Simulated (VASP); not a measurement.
Set up this calculation in VASP 6.6.1, as the native input.

```yaml
Task: single point
Functional: PBE
Potentials_or_basis: VASP PAW PBE potentials, release 64 (Cr_pv, Bi_d, O)
Cutoff: 520 eV
k_mesh: 4 × 4 × 4
Occupations: gaussian, width 0.1 eV
Spin: collinear spin, ferromagnetic start
Starting_moments: "[3.03, 3.03, 3.03, 0.0, 0.0, 0.0, 0.0, 0.0] μB"
Dipole_correction: no
Further_INCAR_settings: ALGO = Normal; EDIFF = 1e-07; NBANDS = 52
```

The structure of Cr3BiO4 lies in POSCAR:

```
Cr3BiO4
1.0
    5.4874171301      0.0000000000      0.0000000000
    0.0000000000      5.4874171301      0.0000000000
    0.0000000000      0.0000000000      5.4874171301
Cr Bi O
3 1 4
Direct
    0.5000000000      0.0000000000      0.0000000000
    0.0000000000      0.5000000000      0.0000000000
    0.0000000000      0.0000000000      0.5000000000
    0.0000000000      0.0000000000      0.0000000000
    0.2309051032      0.2309051032      0.2309051032
    0.2309051032      0.7690948968      0.7690948968
    0.7690948968      0.7690948968      0.2309051032
    0.7690948968      0.2309051032      0.7690948968
```

The input as run:

INCAR

```
SYSTEM = Cr3BiO4
PREC = Accurate
ENCUT = 520
EDIFF = 1E-7
ISMEAR = 0
SIGMA = 0.1
LREAL = .False.
LASPH = .True.
NELM = 150
ALGO = Normal
ISIF = 2
LWAVE = .False.
LCHARG = .False.
ISPIN = 2
MAGMOM = 3.03 3.03 3.03 0 0 0 0 0
LORBIT = 11
LMAXMIX = 4
GGA = PE
NBANDS = 52
```

KPOINTS

```
Automatic mesh
0
Gamma
  4 4 4
  0 0 0
```

Potentials or basis: VASP PAW PBE potentials, release 64 (Cr_pv, Bi_d, O).

The run is started by

```console
$ cat potpaw_PBE.64/Cr_pv/POTCAR potpaw_PBE.64/Bi_d/POTCAR potpaw_PBE.64/O/POTCAR > POTCAR
$ mpirun -np 1 vasp_std > vasp.out
```

It gave:

```
Pressure                                              : 0.2 GPa
Largest force                                         : 0.043 eV/Å
Band gap on the k mesh                                : zero (filled and empty bands overlap)
Net moment                                            : 13.00 μB per cell
Site moments                                          : Cr +3.84; Bi +0.05; O +0.03 μB
Valence electrons inside the program's atomic spheres : Cr 10.43; Bi 12.97; O 4.89
```

Caveat: spin-orbit coupling is left out, which moves the levels of the heavy elements; semilocal functionals often make such compounds metallic where correlation or magnetic order opens a gap, which also shifts bond lengths; the run started ferromagnetic, and an antiferromagnetic order may lie lower in energy.

Run time: 20 min on 1 thread of Intel(R) Xeon(R) Platinum 8259CL CPU @ 2.50GHz (Skylake/Cascade Lake), on a shared host, peak memory 0.39 GiB.
